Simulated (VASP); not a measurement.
# W4N (Pm-3m) in VASP: a series of runs

Runs on W4N. Level: PBE. Tasks: single point.

Everything below comes from runs of VASP 6.6.1. Logs are shortened: lines on timing, memory, paths and dates and some standing lists are left out, and cuts for length are marked.

## 1. The cell of the first run

The structure is cubic, space group Pm-3m (No. 221). Conventional cell: a = 4.135 Å, b = 4.135 Å, c = 4.135 Å, α = 90.00°, β = 90.00°, γ = 90.00°. Within 2.7 Å of W (site symmetry 4/mmm) lie 2 N at 2.07 Å. Within 3.9 Å of W (site symmetry m-3m) lie 12 W at 2.92 Å and 8 N at 3.58 Å. Within 2.7 Å of N (site symmetry m-3m) lie 6 W at 2.07 Å.

The cell was generated, and may not be a known phase.

## 2. Single point, PBE

File INCAR:

```
PREC = Accurate ; ENCUT = 520
EDIFF = 1E-6 ; ISMEAR = 0
SIGMA = 0.1 ; LREAL = F
LASPH = T ; NELM = 100
ALGO = Normal ; ISIF = 2
LWAVE = F ; LCHARG = T
GGA = PE ; LELF = T
LVHAR = T ; NBANDS = 38
```

File KPOINTS:

```
regular mesh
0
Gamma
  4 4 4
```

File POSCAR:

```
W4N
1.0
    4.1347997281      0.0000000000      0.0000000000
    0.0000000000      4.1347997281      0.0000000000
    0.0000000000      0.0000000000      4.1347997281
W N
4 1
Direct
    0.5000000000      0.0000000000      0.0000000000
    0.0000000000      0.5000000000      0.0000000000
    0.0000000000      0.0000000000      0.5000000000
    0.5000000000      0.5000000000      0.5000000000
    0.0000000000      0.0000000000      0.0000000000
```

Potentials or basis: VASP PAW PBE potentials, release 64 (W_sv, N).

The run is started by

```sh
$ cat potpaw_PBE.64/W_sv/POTCAR potpaw_PBE.64/N/POTCAR > POTCAR
$ mpirun -np 1 vasp_std > vasp.out
```

OUTCAR:

```text
PREC = Accurate
   ENCUT = 520
   EDIFF = 1E-6
   ISMEAR = 0
   LREAL = F
   LASPH = T
   NELM = 100
   ISIF = 2
   GGA = PE

 ion  position               nearest neighbor table
   1  0.500  0.000  0.000-   5 2.07   5 2.07   4 2.92   2 2.92   3 2.92   4 2.92   2 2.92   4 2.92
                             4 2.92   2 2.92   3 2.92   3 2.92   3 2.92   2 2.92
   2  0.000  0.500  0.000-   5 2.07   5 2.07   4 2.92   1 2.92   3 2.92   4 2.92   1 2.92   3 2.92
                             3 2.92   3 2.92   1 2.92   4 2.92   4 2.92   1 2.92
   3  0.000  0.000  0.500-   5 2.07   5 2.07   4 2.92   1 2.92   1 2.92   2 2.92   2 2.92   2 2.92
                             4 2.92   2 2.92   1 2.92   4 2.92   1 2.92   4 2.92
   4  0.500  0.500  0.500-   1 2.92   2 2.92   3 2.92   1 2.92   2 2.92   1 2.92   3 2.92   1 2.92
                             2 2.92   3 2.92   2 2.92   3 2.92
   5  0.000  0.000  0.000-   1 2.07   2 2.07   3 2.07   3 2.07   2 2.07   1 2.07

  LATTYP: Found a simple cubic cell.
 ALAT       =     4.1347997281

  Lattice vectors:

 A1 = (   4.1347997281,   0.0000000000,   0.0000000000)
 A2 = (   0.0000000000,   4.1347997281,   0.0000000000)
 A3 = (   0.0000000000,   0.0000000000,   4.1347997281)

Analysis of symmetry for initial positions (statically):
=====================================================================
 Subroutine PRICEL returns:
 Original cell was already a primitive cell.

 Routine SETGRP: Setting up the symmetry group for a
 simple cubic supercell.

 Subroutine GETGRP returns: Found 48 space group operations
 (whereof 48 operations were pure point group operations)
 out of a pool of 48 trial point group operations.

The static configuration has the point symmetry O_h .

Analysis of symmetry for dynamics (positions and initial velocities):
=====================================================================
 Subroutine PRICEL returns:
 Original cell was already a primitive cell.

 Routine SETGRP: Setting up the symmetry group for a
 simple cubic supercell.

 Subroutine GETGRP returns: Found 48 space group operations
 (whereof 48 operations were pure point group operations)
 out of a pool of 48 trial point group operations.

The dynamic configuration has the point symmetry O_h .

 Subroutine INISYM returns: Found 48 space group operations
 (whereof 48 operations are pure point group operations),
 and found     1 'primitive' translations

----------------------------------------------------------------------------------------

                                     Primitive cell

  volume of cell :      70.6909

  direct lattice vectors                    reciprocal lattice vectors
     4.134799728  0.000000000  0.000000000     0.241849682  0.000000000  0.000000000
     0.000000000  4.134799728  0.000000000     0.000000000  0.241849682  0.000000000
     0.000000000  0.000000000  4.134799728     0.000000000  0.000000000  0.241849682

  length of vectors
     4.134799728  4.134799728  4.134799728     0.241849682  0.241849682  0.241849682

  position of ions in fractional coordinates (direct lattice)
     0.500000000  0.000000000  0.000000000
     0.000000000  0.500000000  0.000000000
     0.000000000  0.000000000  0.500000000
     0.500000000  0.500000000  0.500000000
     0.000000000  0.000000000  0.000000000

  ion indices of the primitive-cell ions
   primitive index   ion index
                 1           1
                 2           2
                 3           3
                 4           4
                 5           5

----------------------------------------------------------------------------------------

 KPOINTS: regular mesh

Automatic generation of k-mesh.
 Grid dimensions read from file:
 generate k-points for:    4    4    4

 Generating k-lattice:

  Cartesian coordinates                     Fractional coordinates (reciprocal lattice)
     0.060462421  0.000000000  0.000000000     0.250000000  0.000000000  0.000000000
     0.000000000  0.060462421  0.000000000     0.000000000  0.250000000  0.000000000
     0.000000000  0.000000000  0.060462421     0.000000000  0.000000000  0.250000000

  Length of vectors
     0.060462421  0.060462421  0.060462421

  Shift w.r.t. Gamma in fractional coordinates (k-lattice)
     0.000000000  0.000000000  0.000000000

 Subroutine IBZKPT returns following result:
 ===========================================

 Found     10 irreducible k-points:

 Following reciprocal coordinates:
            Coordinates               Weight
  0.000000  0.000000  0.000000      1.000000
  0.250000  0.000000  0.000000      6.000000
  0.500000  0.000000  0.000000      3.000000
  0.250000  0.250000  0.000000     12.000000
  0.500000  0.250000  0.000000     12.000000
  0.500000  0.500000  0.000000      3.000000
  0.250000  0.250000  0.250000      8.000000
  0.500000  0.250000  0.250000     12.000000
  0.500000  0.500000  0.250000      6.000000
  0.500000  0.500000  0.500000      1.000000
   k-points           NKPTS =     10   k-points in BZ     NKDIM =     10   number of bands    NBANDS=     38
   number of dos      NEDOS =    301   number of ions     NIONS =      5
   total plane-waves  NPLWV =  32768
   dimension x,y,z NGX =    32 NGY =   32 NGZ =   32
   dimension x,y,z NGXF=    64 NGYF=   64 NGZF=   64
   ions per type =               4   1
   NGX,Y,Z   is equivalent  to a cutoff of  12.87, 12.87, 12.87 a.u.
   NGXF,Y,Z  is equivalent  to a cutoff of  25.73, 25.73, 25.73 a.u.
 SYSTEM =  unknown system
   PREC   = accura    normal or accurate (medium, high low for compatibility)
   ISTART =      0    job   : 0-new  1-cont  2-samecut
   ICHARG =      2    charge: 1-file 2-atom 10-const
   ISPIN  =      1    spin polarized calculation?
   LNONCOLLINEAR =      F non collinear calculations
   LSORBIT =      F    spin-orbit coupling
   LASPH  =      T    aspherical Exc in radial PAW
   ENCUT  =  520.0 eV  38.22 Ry    6.18 a.u.   7.69  7.69  7.69*2*pi/ulx,y,z
   NELM   =    100;   NELMIN=  2; NELMDL= -5     # of ELM steps
   EDIFF  = 0.1E-05   stopping-criterion for ELM
   LREAL  =      F    real-space projection
   EDIFFG = 0.1E-04   stopping-criterion for IOM
   NSW    =      0    number of steps for IOM
   IBRION =     -1    ionic relax: 0-MD 1-quasi-New 2-CG
   NFREE  =      0    steps in history (QN), initial steepest desc. (CG)
   ISIF   =      2    stress and relaxation
   ISYM   =      2    0-nonsym 1-usesym 2-fastsym
   POTIM  = 0.5000    time-step for ionic-motion
   TEBEG  =    0.0;   TEEND  =   0.0 temperature during run
   PSTRESS=    0.0 pullay stress
   NELECT =      61.0000    total number of electrons
   NUPDOWN=      -1.0000    fix difference up-down
   EMIN   =  10.00;   EMAX   =-10.00  energy-range for DOS
   EFERMI =   0.00;   METHOD = LEGACY
   ISMEAR =     0;   SIGMA  =   0.10  broadening in eV -4-tet -1-fermi 0-gaus
   EFERMI_NEDOS =   21; number of points for ismear=-14 and -15
   IALGO  =     38    algorithm
   IMIX   =      4    mixing-type and parameters
     AMIX     =   0.40;   BMIX     =  1.00
     AMIX_MAG =   1.60;   BMIX_MAG =  1.00
  volume/ion in A,a.u.               =      14.14        95.41
  Fermi-wavevector in a.u.,A,eV,Ry     =   1.558584  2.945297 33.051069  2.429185
  Thomas-Fermi vector in A             =   2.662067
   LORBIT       =      0    0 simple, 1 ext, 2 COOP (PROOUT), +10 PAW based schemes
   GGA     = PE    functional components
   LHFCALC =     F    Hartree Fock is set to
   AEXX    =    0.0000 exact exchange contribution
   IVDW    =     0    specifies the selected vdW correction
   LEPSILON=     F    determine dielectric tensor
   LRPA    =     F    only Hartree local field effects (RPA)
 non-spin polarized calculation
 Gauss-broadening in eV      SIGMA  =   0.10
  energy-cutoff  :      520.00
  volume of cell :       70.69
 maximum number of plane-waves:      1935
 NGX is ok and might be reduce to    32
   NGX = 15   NGY = 15   NGZ = 15

 number of electron      61.0000009 magnetization

 Free energy of the ion-electron system (eV)
  ---------------------------------------------------
  ext. energy  EPLUGINS =         0.00000000
  ---------------------------------------------------
  free energy    TOTEN  =       -59.44772894 eV

  energy without entropy =      -59.40383823  energy(sigma->0) =      -59.42578358

 E-fermi :  10.8467     XC(G=0): -13.4727

 val. band max:       10.8180786115   @ k =   0.2500   0.2500   0.2500
 cond. band min:      10.8582398865   @ k =   0.5000   0.2500   0.0000
 fundamental gap:      0.0401612751
 Fermi energy:        10.8466702204

 k-point     1 :       0.0000    0.0000    0.0000
  band No.  band energies     occupation
      1     -63.2738      2.00000
      2     -63.1872      2.00000
      3     -63.1872      2.00000
      4     -62.8529      2.00000
      5     -28.0085      2.00000
      6     -28.0085      2.00000
[... 30 lines left out ...]
     37      15.1047      0.00000
     38      15.4257      0.00000

 k-point     2 :       0.2500    0.0000    0.0000
  band No.  band energies     occupation
      1     -63.2617      2.00000
      2     -63.1977      2.00000
      3     -63.1872      2.00000
      4     -62.8543      2.00000
      5     -27.9572      2.00000
      6     -27.9572      2.00000
[... 30 lines left out ...]
     37      14.4058      0.00000
     38      14.4434      0.00000

 k-point     3 :       0.5000    0.0000    0.0000
  band No.  band energies     occupation
      1     -63.2418      2.00000
      2     -63.2161      2.00000
      3     -63.1870      2.00000
      4     -62.8556      2.00000
      5     -27.8942      2.00000
      6     -27.8942      2.00000
[... 30 lines left out ...]
     37      13.0354      0.00000
     38      13.9983      0.00000

 k-point     4 :       0.2500    0.2500    0.0000
  band No.  band energies     occupation
      1     -63.2513      2.00000
      2     -63.2007      2.00000
      3     -63.1931      2.00000
      4     -62.8554      2.00000
      5     -28.0567      2.00000
      6     -27.9101      2.00000
[... 30 lines left out ...]
     37      14.3010      0.00000
     38      14.7212      0.00000

 k-point     5 :       0.5000    0.2500    0.0000
  band No.  band energies     occupation
      1     -63.2338      2.00000
      2     -63.2152      2.00000
      3     -63.1950      2.00000
      4     -62.8565      2.00000
      5     -28.0908      2.00000
      6     -27.8531      2.00000
[... 30 lines left out ...]
     37      14.2037      0.00000
     38      14.3318      0.00000

 k-point     6 :       0.5000    0.5000    0.0000
  band No.  band energies     occupation
      1     -63.2144      2.00000
      2     -63.2143      2.00000
      3     -63.2143      2.00000
      4     -62.8574      2.00000
      5     -28.1811      2.00000
      6     -27.8047      2.00000
[... 30 lines left out ...]
     37      12.6640      0.00000
     38      14.6040      0.00000

 k-point     7 :       0.2500    0.2500    0.2500
  band No.  band energies     occupation
      1     -63.2429      2.00000
      2     -63.2006      2.00000
      3     -63.2006      2.00000
      4     -62.8561      2.00000
      5     -28.1996      2.00000
      6     -27.7443      2.00000
[... 30 lines left out ...]
     37      14.8463      0.00000
     38      15.0810      0.00000

 k-point     8 :       0.5000    0.2500    0.2500
  band No.  band energies     occupation
      1     -63.2280      2.00000
      2     -63.2147      2.00000
      3     -63.2006      2.00000
      4     -62.8569      2.00000
      5     -28.2745      2.00000
      6     -27.6687      2.00000
[... 30 lines left out ...]
     37      14.4450      0.00000
     38      14.4649      0.00000

 k-point     9 :       0.5000    0.5000    0.2500
  band No.  band energies     occupation
      1     -63.2143      2.00000
      2     -63.2142      2.00000
      3     -63.2142      2.00000
      4     -62.8573      2.00000
      5     -28.3811      2.00000
      6     -27.6959      2.00000
[... 30 lines left out ...]
     37      14.1724      0.00000
     38      15.3219      0.00000

 k-point    10 :       0.5000    0.5000    0.5000
  band No.  band energies     occupation
      1     -63.2141      2.00000
      2     -63.2141      2.00000
      3     -63.2141      2.00000
      4     -62.8572      2.00000
      5     -28.5077      2.00000
      6     -27.7720      2.00000
[... 30 lines left out ...]
     37      14.8934      0.00000
     38      14.8935      0.00000

------------------------ aborting loop because EDIFF is reached ----------------------------------------

  FORCE on cell =-STRESS in cart. coord.  units (eV):
  Direction    XX          YY          ZZ          XY          YZ          ZX
  --------------------------------------------------------------------------------------
  -------------------------------------------------------------------------------------
  Total        0.2504253      0.2504253      0.2504253      0.0000000      0.0000000     -0.0000000
  in kB        5.6757773      5.6757773      5.6757773      0.0000000      0.0000000     -0.0000000
  external PRESSURE =       5.6757773 kB  Pullay stress =       0.0000000 kB

 VOLUME and BASIS-vectors are now :
 -----------------------------------------------------------------------------
  energy-cutoff  :      520.00
  volume of cell :       70.69
      direct lattice vectors                 reciprocal lattice vectors
     4.134799728  0.000000000  0.000000000     0.241849682  0.000000000  0.000000000
     0.000000000  4.134799728  0.000000000     0.000000000  0.241849682  0.000000000
     0.000000000  0.000000000  4.134799728     0.000000000  0.000000000  0.241849682

 POSITION                                       TOTAL-FORCE (eV/Angst)
 -----------------------------------------------------------------------------------
      2.06740      0.00000      0.00000         0.000000      0.000000      0.000000
      0.00000      2.06740      0.00000         0.000000      0.000000      0.000000
      0.00000      0.00000      2.06740         0.000000      0.000000      0.000000
      2.06740      2.06740      2.06740         0.000000      0.000000      0.000000
      0.00000      0.00000      0.00000         0.000000      0.000000      0.000000
 -----------------------------------------------------------------------------------
    total drift:                                0.000000      0.000000     -0.000000

  FREE ENERGIE OF THE ION-ELECTRON SYSTEM (eV)
  ---------------------------------------------------
  free  energy   TOTEN  =       -59.4477289406 eV

  energy  without entropy=      -59.4038382252  energy(sigma->0) =      -59.42578358
```

Run time: 38 s. Hardware: 1 thread of Intel Xeon 8259CL, shared host; peak memory 0.18 GiB.

Results:

* Free energy: -59.4477 eV
* Pressure: 0.6 GPa
* Band gap on the k mesh: zero (an odd number of electrons rules out a gap without spin polarisation)

Levels at points of the mesh, in eV from the Fermi level:
| k point | band 27 | band 28 | band 29 | band 30 | band 31 | band 32 | band 33 | band 34 |
| --- | --- | --- | --- | --- | --- | --- | --- | --- |
| (0.00, 0.00, 0.00) | -1.04 | -1.04 | -1.04 | 1.37 | 1.37 | 3.79 | 3.79 | 3.98 |
| (0.50, 0.00, 0.00) | -2.58 | -0.57 | -0.54 | -0.54 | 0.44 | 0.83 | 0.90 | 0.90 |
| (0.50, 0.50, 0.00) | -2.26 | -1.77 | -1.30 | -1.30 | 0.51 | 0.78 | 1.34 | 1.58 |
| (0.50, 0.50, 0.50) | -1.17 | -0.81 | -0.81 | 0.09 | 0.09 | 0.09 | 3.08 | 3.08 |

Caveat: the k points lie up to 0.38 Å⁻¹ apart, too coarse for converged energies and pressures of a metal; spin-orbit coupling is left out, which moves the levels of the heavy elements.

## 3. Single point, PBE

This run uses another cell than the first one, of 15.59 Å³/atom.

File INCAR:

```
PREC = Accurate
ENCUT = 520
EDIFF = 1E-7
ISMEAR = 0
SIGMA = 0.1
LREAL = F
LASPH = T
NELM = 80
ALGO = Normal
ISIF = 2
LWAVE = F
LCHARG = F
GGA = PE
NBANDS = 38
```

File KPOINTS:

```
Automatic mesh
0
Gamma
  4 4 4
```

Changes to POSCAR since step 2:

```diff
@@ -2,5 +2,5 @@
 1.0
-    4.1347997281      0.0000000000      0.0000000000
-    0.0000000000      4.1347997281      0.0000000000
-    0.0000000000      0.0000000000      4.1347997281
+    4.2714613000      0.0000000000      0.0000000000
+    0.0000000000      4.2714613000      0.0000000000
+    0.0000000000      0.0000000000      4.2714613000
 W N
```

Potentials or basis: VASP PAW PBE potentials, release 64 (W_sv, N).

The run is started by

```sh
$ cat potpaw_PBE.64/W_sv/POTCAR potpaw_PBE.64/N/POTCAR > POTCAR
$ mpirun -np 1 vasp_std > vasp.out
```

Wall time 45 s (1 thread of Intel Xeon 8259CL, shared host); peak memory 0.18 GiB.

It converged, with:

```
Free energy            : -58.8622 eV
Pressure               : -24.4 GPa
Band gap on the k mesh : zero (an odd number of electrons rules out a gap without spin polarisation)
```

Levels at points of the mesh, in eV from the Fermi level:
| k point | band 28 | band 29 | band 30 | band 31 | band 32 | band 33 |
| --- | --- | --- | --- | --- | --- | --- |
| (0.00, 0.00, 0.00) | -0.90 | -0.90 | 1.18 | 1.18 | 3.27 | 3.27 |
| (0.50, 0.00, 0.00) | -0.51 | -0.46 | -0.46 | 0.40 | 0.74 | 0.79 |
| (0.50, 0.50, 0.00) | -1.52 | -1.11 | -1.11 | 0.48 | 0.72 | 1.18 |
| (0.50, 0.50, 0.50) | -0.68 | -0.68 | -0.05 | -0.05 | -0.05 | 2.65 |

Caveat: the k points lie up to 0.37 Å⁻¹ apart, too coarse for converged energies and pressures of a metal; spin-orbit coupling is left out, which moves the levels of the heavy elements.

[end of part 1 of 2]

The gap in the log of VASP goes by the Fermi energy; the results here count the filled bands.